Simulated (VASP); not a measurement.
# Ag6HAu6 (a cell with a defect) in VASP: a series of runs, part 2 of 2

VASP 6.6.1. The steps go on from the part before.

**3. Single point, LDA**

File INCAR:

```
PREC = Accurate
ENCUT = 520
EDIFF = 1E-7
ISMEAR = -1
SIGMA = 0.05
LREAL = F
LASPH = T
NELM = 100
ALGO = Normal
ISIF = 2
LWAVE = F
LCHARG = F
GGA = CA
NBANDS = 78
```

File KPOINTS:

```
Automatic mesh
0
Gamma
  3 2 3
```

File POSCAR:

```
Ag6HAu6
1.0
    5.8703330000      0.0000000000      0.0000000000
   -4.4027500000      7.6257870000      0.0000000000
    0.0000000000      0.0000000000      4.6969050000
Ag Au H
6 6 1
Direct
    0.0945791740     -0.0048126180      0.5066314946
    0.0605271899      0.3894417717      0.4672225646
   -0.0012855236      0.6788151833      0.4400557388
    0.5098265577      0.0005114226      0.5159567843
    0.5174852670      0.3197571608      0.4536178611
    0.5334031922      0.6778841318      0.5367790066
    0.3175003423      0.0915184230      0.0295513748
    0.3013824719      0.4321652309     -0.0682364238
    0.3029394527      0.7443428462     -0.0394089299
    0.8635257497      0.1331403565      0.0063020223
    0.7832379925      0.3915661426     -0.0655325156
    0.8105349322      0.8319141356      0.0308501024
    0.1275563070      0.8601210603      0.8913742134
```

Potentials or basis: VASP PAW LDA potentials, release 64 (Ag, Au, H).

Started as:

```
$ cat potpaw_LDA.64/Ag/POTCAR potpaw_LDA.64/Au/POTCAR potpaw_LDA.64/H/POTCAR > POTCAR
$ mpirun -np 1 vasp_std > vasp.out
```

OUTCAR:

```text
PREC = Accurate
   ENCUT = 520
   EDIFF = 1E-7
   ISMEAR = -1
   LREAL = F
   LASPH = T
   NELM = 100
   ISIF = 2
   GGA = CA

 ion  position               nearest neighbor table
   1  0.095  0.995  0.507-  13 2.22   4 2.41   7 2.52   3 2.57   5 2.70   7 2.71  12 2.73  12 2.92
                             6 3.08  10 3.24  10 3.24   4 3.46   2 3.58
   2  0.061  0.389  0.467-   8 2.52   6 2.69  11 2.74   3 2.75   8 2.82  10 2.92   5 2.93  11 2.99
                             5 3.04  10 3.20   4 3.34   9 3.57   1 3.58   9 3.61
   3  0.999  0.679  0.440-   1 2.57   9 2.75   2 2.75   6 2.77  12 2.87   9 2.91   4 2.94   5 3.01
                             6 3.18  11 3.19  11 3.23  12 3.50
   4  0.510  0.001  0.516-   1 2.41   5 2.80   7 2.84   9 2.86   6 2.91  10 2.92   7 2.94   3 2.94
                            10 3.00   9 3.26   2 3.34   1 3.46  11 3.57
   5  0.517  0.320  0.454-  11 2.64   7 2.65   1 2.70  11 2.79   4 2.80   2 2.93   8 2.98   3 3.01
                             2 3.04   6 3.13   8 3.14   7 3.22
   6  0.533  0.678  0.537-   9 2.63   8 2.65   2 2.69   3 2.77  12 2.77  12 2.82   4 2.91   1 3.08
[... 1045 lines left out ...]

  FORCE on cell =-STRESS in cart. coord.  units (eV):
  Direction    XX          YY          ZZ          XY          YZ          ZX
  --------------------------------------------------------------------------------------
  -------------------------------------------------------------------------------------
  Total        8.2904788     10.2659531      4.3814932      0.0987771     -0.4035477     -0.3998875
  in kB       63.1729284     78.2259187     33.3867034      0.7526753     -3.0750082     -3.0471174
  external PRESSURE =      58.2618502 kB  Pullay stress =       0.0000000 kB

 VOLUME and BASIS-vectors are now :
 -----------------------------------------------------------------------------
  energy-cutoff  :      520.00
  volume of cell :      210.26
      direct lattice vectors                 reciprocal lattice vectors
     5.870333000  0.000000000  0.000000000     0.170348088  0.098350510  0.000000000
    -4.402750000  7.625787000  0.000000000     0.000000000  0.131134006  0.000000000
     0.000000000  0.000000000  4.696905000     0.000000000  0.000000000  0.212906158

 POSITION                                       TOTAL-FORCE (eV/Angst)
 -----------------------------------------------------------------------------------
     -3.82635      7.58909      2.37960        -3.728527      0.133016      1.356279
     -1.35930      2.96980      2.19450        -0.704111     -0.804005     -1.614592
      2.87413      5.17650      2.06690         0.216130     -1.191747      0.084386
      2.99060      0.00390      2.42340         2.943915     -0.024379     -0.083872
      1.63000      2.43840      2.13060        -0.387561      1.150209      0.022263
      0.14670      5.16940      2.52120         0.516700      0.446704     -1.301658
      1.46090      0.69790      0.13880         1.027939      0.783184     -1.503279
     -0.13350      3.29560      4.37640         1.744017      0.491887      1.629719
     -1.49880      5.67620      4.51181        -0.544099     -0.095556      0.553818
      4.48300      1.01530      0.02960        -0.530897     -0.099406      0.256948
      2.87390      2.98600      4.38910        -0.739324      1.597275      0.559708
      1.09540      6.34400      0.14490         0.135299     -2.107727      0.017837
     -3.03810      6.55910      4.18670         0.050519     -0.279455      0.022444
 -----------------------------------------------------------------------------------
    total drift:                                0.000012      0.000151      0.000265

  FREE ENERGIE OF THE ION-ELECTRON SYSTEM (eV)
  ---------------------------------------------------
  free  energy   TOTEN  =       -49.2931880398 eV

  energy  without entropy=      -49.2532397713  energy(sigma->0) =      -49.27321391
```

OSZICAR:

```text
N       E                     dE             d eps       ncg     rms          rms(c)
DAV:   1     0.964253157551E+03    0.96425E+03   -0.68636E+04  1560   0.168E+03
DAV:   2    -0.161902476815E+02   -0.98044E+03   -0.94084E+03  1628   0.387E+02
DAV:   3    -0.529260794708E+02   -0.36736E+02   -0.35937E+02  1700   0.750E+01
DAV:   4    -0.533796855378E+02   -0.45361E+00   -0.45262E+00  1692   0.800E+00
DAV:   5    -0.533843950534E+02   -0.47095E-02   -0.47090E-02  1658   0.840E-01    0.310E+01
DAV:   6    -0.495703359091E+02    0.38141E+01   -0.11860E+01  1650   0.161E+01    0.195E+01
DAV:   7    -0.493326140199E+02    0.23772E+00   -0.79817E-01  1622   0.483E+00    0.741E+00
DAV:   8    -0.492955765156E+02    0.37038E-01   -0.10377E-01  1658   0.275E+00    0.642E-01
DAV:   9    -0.492934185711E+02    0.21579E-02   -0.82822E-03  1644   0.937E-01    0.168E-01
DAV:  10    -0.492932045928E+02    0.21398E-03   -0.20932E-03  1658   0.210E-01    0.644E-02
DAV:  11    -0.492931850159E+02    0.19577E-04   -0.13971E-04  1658   0.105E-01    0.296E-02
DAV:  12    -0.492931883420E+02   -0.33261E-05   -0.22615E-05  1660   0.228E-02    0.117E-02
DAV:  13    -0.492931880403E+02    0.30177E-06   -0.40831E-06  1656   0.186E-02    0.387E-03
DAV:  14    -0.492931880398E+02    0.46748E-09   -0.58764E-07  1644   0.531E-03
   1 F= -.49293188E+02 E0= -.49273214E+02  d E =-.399483E-01
```

stdout:

```text
POSCAR found type information on POSCAR AgAuH
 POSCAR found :  3 types and      13 ions
 scaLAPACK will be used
 LDA part: xc-table for (Slater(with rela. corr.)+CA(PZ))
 , standard interpolation
 -----------------------------------------------------------------------------
|                                                                             |
|           W    W    AA    RRRRR   N    N  II  N    N   GGGG   !!!           |
|           W    W   A  A   R    R  NN   N  II  NN   N  G    G  !!!           |
|           W    W  A    A  R    R  N N  N  II  N N  N  G       !!!           |
|           W WW W  AAAAAA  RRRRR   N  N N  II  N  N N  G  GGG   !            |
|           WW  WW  A    A  R   R   N   NN  II  N   NN  G    G                |
|           W    W  A    A  R    R  N    N  II  N    N   GGGG   !!!           |
|                                                                             |
|     Your reciprocal lattice and k-lattice belong to different lattice       |
|     classes:                                                                |
|                                                                             |
|        The reciprocal lattice is simple monoclinic,                         |
|        whereas your k-lattice is hexagonal.                                 |
|                                                                             |
|     Results are often still useful ...                                      |
|                                                                             |
 -----------------------------------------------------------------------------

 POSCAR, INCAR and KPOINTS ok, starting setup
 FFT: planning ... GRIDC
 FFT: planning ... GRID_SOFT
 FFT: planning ... GRID
 WAVECAR not read
 entering main loop
```

Run time: 2.5 min. Hardware: 1 thread of AMD EPYC 7R13 (Zen 3), shared host; peak memory 0.31 GiB.

Results:

| Quantity | Value |
| --- | --- |
| Free energy | -49.2932 eV |
| Pressure | 5.8 GPa |
| Largest force | 3.970 eV/Å |
| Band gap on the k mesh | zero (an odd number of electrons rules out a gap without spin polarisation) |

Forces on the atoms (eV/Å):
```
Ag  -3.729  0.133  1.356
Ag  -0.704 -0.804 -1.615
Ag   0.216 -1.192  0.084
Ag   2.944 -0.024 -0.084
Ag  -0.388  1.150  0.022
Ag   0.517  0.447 -1.302
Au   1.028  0.783 -1.503
Au   1.744  0.492  1.630
Au  -0.544 -0.096  0.554
Au  -0.531 -0.099  0.257
Au  -0.739  1.597  0.560
Au   0.135 -2.108  0.018
H    0.051 -0.279  0.022
```

Caveat: the k points lie up to 0.45 Å⁻¹ apart, too coarse for converged energies and pressures of a metal; the atoms stand as in a frame of molecular dynamics; spin-orbit coupling is left out, which moves the levels of the heavy elements.

**4. Single point, LDA**

File INCAR:

```
SYSTEM = Ag6HAu6
PREC     = Accurate       ! precision mode
ENCUT    = 520            ! plane-wave cutoff, eV
EDIFF    = 1E-6           ! SCF threshold, eV
ISMEAR   = -1             ! smearing method
SIGMA    = 0.05           ! smearing width, eV
LREAL    = .False.        ! projectors in reciprocal space
LASPH    = .True.         ! aspherical terms in the spheres
NELM     = 60             ! most SCF steps
ALGO     = Normal         ! electronic algorithm
ISIF     = 2              ! what is computed and relaxed
LWAVE    = .False.        ! write WAVECAR
LCHARG   = .False.        ! write CHGCAR
GGA      = CA             ! functional
NBANDS   = 78             ! bands
```

File KPOINTS:

```
regular mesh
0
Gamma
  3 2 3
  0 0 0
```

File POSCAR:

```
Ag6HAu6
1.0
    5.8703330000      0.0000000000      0.0000000000
   -4.4027500000      7.6257870000      0.0000000000
    0.0000000000      0.0000000000      4.6969050000
Ag Au H
6 6 1
Direct
    0.0439294304     -0.0001180206      0.5256014333
    0.0414710905      0.3952641216      0.4205748253
    0.0323814006      0.6875224813      0.4507223374
    0.5987674126      0.0007868040      0.4934526034
    0.4752098248      0.3074305642      0.4706077726
    0.4770688367      0.6585549793      0.4752704174
    0.3373521482      0.0898005675      0.0182673484
    0.3258306016      0.4414364052     -0.0533968645
    0.2936472648      0.7673175241     -0.0096020677
    0.8689172465      0.1260197800     -0.0146905249
    0.7912105498      0.4026731929     -0.0383656897
    0.7881546941      0.8051627983      0.0374927745
   -0.0580797580      0.6477888774      0.8696790759
```

Started as:

```
$ cat potpaw_LDA.64/Ag/POTCAR potpaw_LDA.64/Au/POTCAR potpaw_LDA.64/H/POTCAR > POTCAR
$ mpirun -np 1 vasp_std > vasp.out
```

It took 2.3 min on 1 thread of AMD EPYC 7R13 (Zen 3), shared host; peak memory 0.31 GiB.

It converged, with:

* Free energy: -50.2730 eV
* Pressure: 0.6 GPa
* Largest force: 2.699 eV/Å
* Band gap on the k mesh: zero (an odd number of electrons rules out a gap without spin polarisation)

Forces on the atoms (eV/Å):
```
Ag   0.268 -0.377  0.046
Ag  -0.393 -2.467  1.021
Ag  -1.330  0.132  1.144
Ag  -1.291  0.104 -0.235
Ag   0.227  0.871  0.221
Ag   1.342  0.967  0.865
Au   0.005 -0.051 -0.171
Au   0.644  0.324 -0.261
Au   0.522 -0.101 -1.305
Au   0.009  0.292  0.148
Au  -0.708  0.700 -0.827
Au   0.702 -0.389 -0.793
H    0.003 -0.003  0.147
```

Stress tensor (GPa, compression positive):
```
-0.27  0.98 -0.67
 0.98  3.67 -0.10
-0.67 -0.10 -1.57
```

Levels at points of the mesh, in eV from the Fermi level:
| k point | band 63 | band 64 | band 65 | band 66 | band 67 | band 68 | band 69 | band 70 |
| --- | --- | --- | --- | --- | --- | --- | --- | --- |
| (0.00, 0.00, 0.00) | -1.83 | -0.80 | -0.50 | -0.43 | 0.23 | 0.85 | 2.67 | 2.96 |
| (0.00, 0.50, 0.00) | -0.74 | -0.67 | -0.27 | 0.01 | 0.96 | 1.21 | 1.44 | 1.61 |

Caveat: the k points lie up to 0.45 Å⁻¹ apart, too coarse for converged energies and pressures of a metal; the atoms stand as in a frame of molecular dynamics; spin-orbit coupling is left out, which moves the levels of the heavy elements.

**5. Summary**

```csv
cell,gap on the mesh (eV),pressure (GPa),largest force (eV/Å)
"as given, atomic positions A",none,5.2,2.97
"as given, atomic positions B",none,5.8,3.97
"as given, atomic positions C",none,0.6,2.70
```

Alike in all rows: task single point; level LDA; potentials or basis VASP PAW LDA potentials, release 64 (Ag, Au, H); no spin polarisation; k mesh 3 × 2 × 3; cutoff (eV) 520; smearing fermi-dirac 0.05 eV.

Caveats: all runs use coarse meshes; the atoms stand as in a frame of molecular dynamics; spin-orbit coupling is left out, which moves the levels of the heavy elements.

Absolute energies hang on the potentials; compare differences alone.
